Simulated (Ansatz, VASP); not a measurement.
## Cs2Na in VASP and in Ansatz

```
Cs Na
1.0
     0.00000    6.44610    6.44610
     6.44610    0.00000    6.44610
     6.44610    6.44610    0.00000
Cs Na
4 2
Direct
  0.12500 0.12500 0.12500
  0.62500 0.12500 0.12500
  0.12500 0.12500 0.62500
  0.12500 0.62500 0.12500
  0.50000 0.50000 0.50000
  0.75000 0.75000 0.75000
```

Alike in both runs: functional PBE; k mesh 6 × 6 × 6; occupations gaussian, width 0.1 eV; no spin polarisation.

Ansatz relaxed the structure, and its values are those at the end. VASP's run is a single point on that final structure, the one shown.

|  | VASP | Ansatz |
| --- | --- | --- |
| version | VASP 6.6.1 | Ansatz 0.2.0 |
| potentials or method | VASP PAW PBE potentials, release 64 (Cs_sv, Na_pv), cutoff 520 eV | scalar-relativistic, plane waves, PAW |
| valence electrons in the cell | 50 | 54 |

```csv
,VASP,Ansatz,Ansatz less VASP
gap on the k mesh at the Fermi level (eV),none,none,-
pressure (GPa),0.0,0.0,+0.01
```

A gap of «none» marks a metal or a gap that the smearing closes. With one functional, cell and mesh, what is left measures potentials, basis and numerics. VASP's potentials hold 50 valence electrons a cell and Ansatz's 54, so a difference there can come from the potentials and not from the codes.

Neither program's run includes spin-orbit coupling.
